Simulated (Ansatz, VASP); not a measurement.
## One calculation of CsCl, two programs

The input INCAR:

```
ALGO = Normal
EDIFF = 1E-6
ENCUT = 500
GGA = PS
GGA_COMPAT = F
ISIF = 2
ISMEAR = -1
LASPH = T
LCHARG = F
LREAL = F
LWAVE = F
NBANDS = 15
NELM = 120
PREC = Accurate
SIGMA = 0.03
```

The input KPOINTS:

```
k-points
0
Gamma
  6 6 6
```

POSCAR

```
CsCl
1.0
    4.1503054315      0.0000000000      0.0000000000
    0.0000000000      4.1503054315      0.0000000000
    0.0000000000      0.0000000000      4.1503054315
Cs Cl
1 1
Direct
    0.0000000000      0.0000000000      0.0000000000
    0.5000000000      0.5000000000      0.5000000000
```

Input for Ansatz:

```yaml
crystal:
  lattice:
    - [4.1503054315, 0.0, 0.0]
    - [0.0, 4.1503054315, 0.0]
    - [0.0, 0.0, 4.1503054315]
  atoms:
    - { symbol: Cs, position: [0.0, 0.0, 0.0] }
    - { symbol: Cl, position: [0.5, 0.5, 0.5] }
kpoints:
  mp_grid: { grid: [6, 6, 6] }
  band_path:
    path:
      - [0.0, 0.0, 0.0]
      - [0.0, 0.5, 0.0]
      - [0.5, 0.5, 0.0]
      - [0.0, 0.0, 0.0]
      - [0.5, 0.5, 0.5]
      - [0.0, 0.5, 0.0]
      - [0.5, 0.5, 0.5]
      - [0.5, 0.5, 0.0]
    npoints: 5
scf:
  occupations: { method: fermi_dirac, width: 0.03 }
hamiltonian:
  xc: pbesol
  pseudopotentials: { kind: all_electron, lapw: { basis_error: 0.001 } }
output:
  forces: true
  stress: true
  eigenvalues: true
```

Change from the starting cell: volume scaled by 1.02.

Alike in both runs: task single point; functional PBEsol; k mesh 6 × 6 × 6; occupations fermi-dirac, width 0.03 eV; no spin polarisation.

```csv
,VASP,Ansatz
version,VASP 6.6.1,Ansatz 0.2.0
potentials or method,"VASP PAW PBE potentials, release 64 (Cs_sv, Cl), cutoff 500 eV","all-electron LAPW, scalar-relativistic"
```

Ansatz gave:

```
gap on the k mesh at the Fermi level (eV) : 4.97
pressure (GPa)                            : -0.9
```

**Question.** Estimate VASP's values.

**Answer.** gap on the k mesh at the Fermi level (eV): 4.96; pressure (GPa): -0.9.

VASP's potentials were made for PBE, not for PBEsol. Ansatz ran all-electron here, and VASP with PAW potentials.

Spin-orbit coupling is off throughout.
